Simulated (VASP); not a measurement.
Here is a VASP 6.6.1 calculation.

INCAR

```
SYSTEM = La2O3
PREC     = Accurate       ! precision mode
ENCUT    = 600            ! plane-wave cutoff, eV
EDIFF    = 1E-6           ! SCF threshold, eV
ISMEAR   = -1             ! smearing method
SIGMA    = 0.05           ! smearing width, eV
LREAL    = .False.        ! projectors in reciprocal space
LASPH    = .True.         ! aspherical terms in the spheres
NELM     = 80             ! most SCF steps
ALGO     = Normal         ! electronic algorithm
ISIF     = 3              ! what is computed and relaxed
LWAVE    = .False.        ! write WAVECAR
LCHARG   = .False.        ! write CHGCAR
IBRION   = 2              ! ionic algorithm
NSW      = 80             ! ionic steps
EDIFFG   = -0.02          ! ionic threshold
```

KPOINTS

```
regular mesh
0
Gamma
  4 4 6
  0 0 0
```

POSCAR

```
La2O3
1.0
    6.2667802772      0.0000000000      0.0000000000
   -3.1333901386      5.4271909200      0.0000000000
    0.0000000000      0.0000000000      3.2997660000
La O
2 3
Direct
    0.6666666667      0.3333333333      0.5000000000
    0.3333333333      0.6666666667      0.5000000000
    0.5080139900      0.0000000000      0.0000000000
    0.0000000000      0.5080139900      0.0000000000
    0.4919860100      0.4919860100      0.0000000000
```

Potentials or basis: VASP PAW LDA potentials, release 64 (La, O).

Launch:

```console
$ cat potpaw_LDA.64/La/POTCAR potpaw_LDA.64/O/POTCAR > POTCAR
$ mpirun -np 1 vasp_std > vasp.out
```

(1) Predict the relaxed cell.

(2) What does it give for the space group after relaxing (to 0.1 Å)?

Results:

(1) a = 6.248 Å, b = 6.248 Å, c = 3.230 Å, α = 90.00°, β = 90.00°, γ = 120.00°.

(2) P6/mmm (No. 191).
